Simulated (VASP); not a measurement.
# Sn2GeTe4 (R-3m) in VASP: single point with PBE

Aim: the single point of Sn2GeTe4 with PBE.

Program: VASP 6.6.1. These are calculated values, not measurements. Logs are shortened: lines on timing, memory, paths and dates and some standing lists are left out, and cuts for length are marked.

### Step 1. The cell of the first run

It takes space group R-3m (No. 166, trigonal). The conventional cell has a = 4.314 Å, b = 4.314 Å, c = 40.412 Å, α = 90.00°, β = 90.00°, γ = 120.00°. Within 3.9 Å of Sn (site symmetry 3m) lie 6 Te at 2.99 to 3.22 Å. Ge (site symmetry -3m) has 6 Te at 2.99 Å within 3.9 Å. Within 3.9 Å of Te (site symmetry 3m) lie 3 Sn at 2.99 Å and 3 Te at 3.72 Å. Te (site symmetry 3m) has 3 Ge at 2.99 Å and 3 Sn at 3.22 Å within 3.9 Å.

### Step 2. Single point, PBE

File INCAR:

```
SYSTEM = Sn2GeTe4
PREC = Accurate
ENCUT = 520
EDIFF = 1E-6
ISMEAR = 0
SIGMA = 0.2
LREAL = .FALSE.
LASPH = .TRUE.
NELM = 60
ALGO = Normal
ISIF = 2
LWAVE = .FALSE.
LCHARG = .FALSE.
GGA = PE
NBANDS = 42
```

File KPOINTS:

```
Automatic mesh
0
G
  5 5 5
  0 0 0
```

File POSCAR:

```
Sn2GeTe4
1.0
    2.1567919719      1.2452244273     13.4705959386
   -2.1567919719      1.2452244273     13.4705959386
    0.0000000000     -2.4904488495     13.4705959391
Sn Ge Te
2 1 4
Direct
    0.4248654711      0.4248654711      0.4248654711
    0.5751345289      0.5751345289      0.5751345289
    0.0000000000      0.0000000000      0.0000000000
    0.1324474563      0.1324474563      0.1324474563
    0.8675525437      0.8675525437      0.8675525437
    0.7077524504      0.7077524504      0.7077524504
    0.2922475496      0.2922475496      0.2922475496
```

Potentials or basis: VASP PAW PBE potentials, release 64 (Sn_d, Ge_d, Te).

Run with:

```console
$ cat potpaw_PBE.64/Sn_d/POTCAR potpaw_PBE.64/Ge_d/POTCAR potpaw_PBE.64/Te/POTCAR > POTCAR
$ mpirun -np 1 vasp_std > vasp.out
```

OUTCAR:

```text
SYSTEM = Sn2GeTe4
   PREC = Accurate
   ENCUT = 520
   EDIFF = 1E-6
   ISMEAR = 0
   LREAL = .FALSE.
   LASPH = .TRUE.
   NELM = 60
   ISIF = 2
   GGA = PE

 ion  position               nearest neighbor table
   1  0.425  0.425  0.425-   4 2.99   4 2.99   4 2.99   6 3.22   6 3.22   6 3.22
   2  0.575  0.575  0.575-   5 2.99   5 2.99   5 2.99   7 3.22   7 3.22   7 3.22
   3  0.000  0.000  0.000-   6 2.99   6 2.99   7 2.99   7 2.99   6 2.99   7 2.99
   4  0.132  0.132  0.132-   1 2.99   1 2.99   1 2.99
   5  0.868  0.868  0.868-   2 2.99   2 2.99   2 2.99
   6  0.708  0.708  0.708-   3 2.99   3 2.99   3 2.99   1 3.22   1 3.22   1 3.22
   7  0.292  0.292  0.292-   3 2.99   3 2.99   3 2.99   2 3.22   2 3.22   2 3.22

  LATTYP: Found a trigonal (rhomboedric) cell.
 ALAT       =    13.6988791668
 COS(alpha) =     0.9504234339

  Lattice vectors:

 A1 = (   2.1567919719,   1.2452244273,  13.4705959386)
 A2 = (  -2.1567919719,   1.2452244273,  13.4705959386)
 A3 = (   0.0000000000,  -2.4904488495,  13.4705959391)

Analysis of symmetry for initial positions (statically):
=====================================================================
 Subroutine PRICEL returns:
 Original cell was already a primitive cell.

 Routine SETGRP: Setting up the symmetry group for a
 trigonal (rhombohedral) supercell.

 Subroutine GETGRP returns: Found 12 space group operations
 (whereof 12 operations were pure point group operations)
 out of a pool of 12 trial point group operations.

The static configuration has the point symmetry D_3d.

Analysis of symmetry for dynamics (positions and initial velocities):
=====================================================================
 Subroutine PRICEL returns:
 Original cell was already a primitive cell.

 Routine SETGRP: Setting up the symmetry group for a
 trigonal (rhombohedral) supercell.

 Subroutine GETGRP returns: Found 12 space group operations
 (whereof 12 operations were pure point group operations)
 out of a pool of 12 trial point group operations.

The dynamic configuration has the point symmetry D_3d.

 Subroutine INISYM returns: Found 12 space group operations
 (whereof 12 operations are pure point group operations),
 and found     1 'primitive' translations

----------------------------------------------------------------------------------------

                                     Primitive cell

  volume of cell :     217.0671

  direct lattice vectors                    reciprocal lattice vectors
     2.156791972  1.245224427 13.470595939     0.231825789  0.133844682  0.024745255
    -2.156791972  1.245224427 13.470595939    -0.231825789  0.133844682  0.024745255
     0.000000000 -2.490448849 13.470595939     0.000000000 -0.267689363  0.024745255

  length of vectors
    13.698879167 13.698879167 13.698879167     0.268830658  0.268830658  0.268830658

  position of ions in fractional coordinates (direct lattice)
     0.424865471  0.424865471  0.424865471
     0.575134529  0.575134529  0.575134529
     0.000000000  0.000000000  0.000000000
     0.132447456  0.132447456  0.132447456
     0.867552544  0.867552544  0.867552544
     0.707752450  0.707752450  0.707752450
     0.292247550  0.292247550  0.292247550

  ion indices of the primitive-cell ions
   primitive index   ion index
                 1           1
                 2           2
                 3           3
                 4           4
                 5           5
                 6           6
                 7           7

----------------------------------------------------------------------------------------

 KPOINTS: Automatic mesh

Automatic generation of k-mesh.
 Grid dimensions read from file:
 generate k-points for:    5    5    5

 Generating k-lattice:

  Cartesian coordinates                     Fractional coordinates (reciprocal lattice)
     0.046365158  0.026768936  0.004949051     0.200000000  0.000000000 -0.000000000
    -0.046365158  0.026768936  0.004949051     0.000000000  0.200000000 -0.000000000
     0.000000000 -0.053537873  0.004949051     0.000000000  0.000000000  0.200000000

  Length of vectors
     0.053766132  0.053766132  0.053766132

  Shift w.r.t. Gamma in fractional coordinates (k-lattice)
     0.000000000  0.000000000  0.000000000

 Subroutine IBZKPT returns following result:
 ===========================================

 Found     19 irreducible k-points:

 Following reciprocal coordinates:
            Coordinates               Weight
  0.000000  0.000000  0.000000      1.000000
  0.200000  0.000000 -0.000000      6.000000
  0.400000  0.000000 -0.000000      6.000000
  0.200000  0.200000 -0.000000      6.000000
  0.400000  0.200000 -0.000000     12.000000
 -0.400000  0.200000  0.000000     12.000000
[... 11 lines left out ...]
  0.400000  0.400000  0.400000      2.000000
 -0.400000  0.400000  0.400000      6.000000
   k-points           NKPTS =     19   k-points in BZ     NKDIM =     19   number of bands    NBANDS=     42
   number of dos      NEDOS =    301   number of ions     NIONS =      7
   total plane-waves  NPLWV = ******
   dimension x,y,z NGX =   108 NGY =  108 NGZ =  108
   dimension x,y,z NGXF=   216 NGYF=  216 NGZF=  216
   ions per type =               2   1   4
   NGX,Y,Z   is equivalent  to a cutoff of  13.11, 13.11, 13.11 a.u.
   NGXF,Y,Z  is equivalent  to a cutoff of  26.21, 26.21, 26.21 a.u.
 SYSTEM =  Sn2GeTe4
   PREC   = accura    normal or accurate (medium, high low for compatibility)
   ISTART =      0    job   : 0-new  1-cont  2-samecut
   ICHARG =      2    charge: 1-file 2-atom 10-const
   ISPIN  =      1    spin polarized calculation?
   LNONCOLLINEAR =      F non collinear calculations
   LSORBIT =      F    spin-orbit coupling
   LASPH  =      T    aspherical Exc in radial PAW
   ENCUT  =  520.0 eV  38.22 Ry    6.18 a.u.  25.47 25.47 25.47*2*pi/ulx,y,z
   NELM   =     60;   NELMIN=  2; NELMDL= -5     # of ELM steps
   EDIFF  = 0.1E-05   stopping-criterion for ELM
   LREAL  =      F    real-space projection
   EDIFFG = 0.1E-04   stopping-criterion for IOM
   NSW    =      0    number of steps for IOM
   IBRION =     -1    ionic relax: 0-MD 1-quasi-New 2-CG
   NFREE  =      0    steps in history (QN), initial steepest desc. (CG)
   ISIF   =      2    stress and relaxation
   ISYM   =      2    0-nonsym 1-usesym 2-fastsym
   POTIM  = 0.5000    time-step for ionic-motion
   TEBEG  =    0.0;   TEEND  =   0.0 temperature during run
   PSTRESS=    0.0 pullay stress
   NELECT =      66.0000    total number of electrons
   NUPDOWN=      -1.0000    fix difference up-down
   EMIN   =  10.00;   EMAX   =-10.00  energy-range for DOS
   EFERMI =   0.00;   METHOD = LEGACY
   ISMEAR =     0;   SIGMA  =   0.20  broadening in eV -4-tet -1-fermi 0-gaus
   EFERMI_NEDOS =   21; number of points for ismear=-14 and -15
   IALGO  =     38    algorithm
   IMIX   =      4    mixing-type and parameters
     AMIX     =   0.40;   BMIX     =  1.00
     AMIX_MAG =   1.60;   BMIX_MAG =  1.00
  volume/ion in A,a.u.               =      31.01       209.26
  Fermi-wavevector in a.u.,A,eV,Ry     =   1.100842  2.080289 16.488250  1.211852
  Thomas-Fermi vector in A             =   2.237259
   LORBIT       =      0    0 simple, 1 ext, 2 COOP (PROOUT), +10 PAW based schemes
   GGA     = PE    functional components
   LHFCALC =     F    Hartree Fock is set to
   AEXX    =    0.0000 exact exchange contribution
   IVDW    =     0    specifies the selected vdW correction
   LEPSILON=     F    determine dielectric tensor
   LRPA    =     F    only Hartree local field effects (RPA)
 non-spin polarized calculation
 Gauss-broadening in eV      SIGMA  =   0.20
  energy-cutoff  :      520.00
  volume of cell :      217.07
 maximum number of plane-waves:      5864
 NGX is ok and might be reduce to   108
   NGX = 51   NGY = 51   NGZ = 51

 number of electron      65.9999996 magnetization

 Free energy of the ion-electron system (eV)
  ---------------------------------------------------
  ext. energy  EPLUGINS =         0.00000000
  ---------------------------------------------------
  free energy    TOTEN  =       -26.00711788 eV

  energy without entropy =      -25.94069286  energy(sigma->0) =      -25.97390537

 E-fermi :   5.8481     XC(G=0):  -9.4062

 val. band max:        5.8463246090   @ k =  -0.2000   0.2000   0.2000
 cond. band min:       5.8780746516   @ k =   0.4000   0.2000   0.2000
 fundamental gap:      0.0317500426
 Fermi energy:         5.8481209277

 k-point     1 :       0.0000    0.0000    0.0000
  band No.  band energies     occupation
      1     -18.7865      2.00000
      2     -18.7865      2.00000
      3     -18.7831      2.00000
      4     -18.7797      2.00000
      5     -18.7797      2.00000
      6     -15.5700      2.00000
[... 34 lines left out ...]
     41       8.9727      0.00000
     42       9.3081      0.00000

 k-point     2 :       0.2000    0.0000   -0.0000
  band No.  band energies     occupation
      1     -18.7874      2.00000
      2     -18.7864      2.00000
      3     -18.7827      2.00000
      4     -18.7797      2.00000
      5     -18.7791      2.00000
      6     -15.5741      2.00000
[... 34 lines left out ...]
     41       9.5472      0.00000
     42       9.8197      0.00000

 k-point     3 :       0.4000    0.0000   -0.0000
  band No.  band energies     occupation
      1     -18.7887      2.00000
      2     -18.7863      2.00000
      3     -18.7822      2.00000
      4     -18.7796      2.00000
      5     -18.7781      2.00000
      6     -15.5812      2.00000
[... 672 lines left out ...]
      4     -18.7797      2.00000
      5     -18.7797      2.00000
      6     -15.5700      2.00000
[... 34 lines left out ...]
     41       9.0568      0.00000
     42       9.0585      0.00000

 k-point    19 :      -0.4000    0.4000    0.4000
  band No.  band energies     occupation
      1     -18.7873      2.00000
      2     -18.7864      2.00000
      3     -18.7827      2.00000
      4     -18.7797      2.00000
      5     -18.7791      2.00000
      6     -15.5741      2.00000
[... 34 lines left out ...]
     41       9.3378      0.00000
     42       9.8370      0.00000

------------------------ aborting loop because EDIFF is reached ----------------------------------------

  FORCE on cell =-STRESS in cart. coord.  units (eV):
  Direction    XX          YY          ZZ          XY          YZ          ZX
  --------------------------------------------------------------------------------------
  -------------------------------------------------------------------------------------
  Total       -0.0356285     -0.0356285     -0.0177210     -0.0000000      0.0000000      0.0000000
  in kB       -0.2629750     -0.2629750     -0.1307989     -0.0000000      0.0000000      0.0000000
  external PRESSURE =      -0.2189163 kB  Pullay stress =       0.0000000 kB

 VOLUME and BASIS-vectors are now :
 -----------------------------------------------------------------------------
  energy-cutoff  :      520.00
  volume of cell :      217.07
      direct lattice vectors                 reciprocal lattice vectors
     2.156791972  1.245224427 13.470595939     0.231825789  0.133844682  0.024745255
    -2.156791972  1.245224427 13.470595939    -0.231825789  0.133844682  0.024745255
     0.000000000 -2.490448849 13.470595939     0.000000000 -0.267689363  0.024745255

 POSITION                                       TOTAL-FORCE (eV/Angst)
 -----------------------------------------------------------------------------------
      0.00000      0.00000     17.16957         0.000000     -0.000000     -0.010073
      0.00000      0.00000     23.24221         0.000000      0.000000      0.010073
      0.00000      0.00000      0.00000         0.000000      0.000000     -0.000000
      0.00000      0.00000      5.35244         0.000000      0.000000      0.017635
      0.00000      0.00000     35.05935         0.000000     -0.000000     -0.017635
      0.00000      0.00000     28.60154         0.000000     -0.000000     -0.018041
      0.00000      0.00000     11.81025         0.000000      0.000000      0.018041
 -----------------------------------------------------------------------------------
    total drift:                                0.000000      0.000000      0.000000

  FREE ENERGIE OF THE ION-ELECTRON SYSTEM (eV)
  ---------------------------------------------------
  free  energy   TOTEN  =       -26.0071178763 eV

  energy  without entropy=      -25.9406928633  energy(sigma->0) =      -25.97390537
```

It took 39 min on 1 thread of Intel Xeon 6975P-C (Granite Rapids), shared host; peak memory 2 GiB.

What came out:

```
Free energy            : -26.0071 eV
Pressure               : 0.0 GPa
Largest force          : 0.018 eV/Å
Band gap on the k mesh : zero (band 33 reaches 5.99 eV, above the bottom of band 34 at 5.74 eV)
```

Forces on the atoms (eV/Å):
```
Sn   0.000  0.000 -0.010
Sn   0.000  0.000  0.010
Ge   0.000  0.000  0.000
Te   0.000  0.000  0.018
Te   0.000  0.000 -0.018
Te   0.000  0.000 -0.018
Te   0.000  0.000  0.018
```

Levels at points of the mesh, in eV from the Fermi level:
| k point | band 31 | band 32 | band 33 | band 34 | band 35 | band 36 |
| --- | --- | --- | --- | --- | --- | --- |
| (0.00, 0.00, 0.00) | -0.81 | -0.81 | 0.03 | 0.74 | 1.46 | 1.48 |

Caveat: spin-orbit coupling is left out, which moves the levels of the heavy elements.
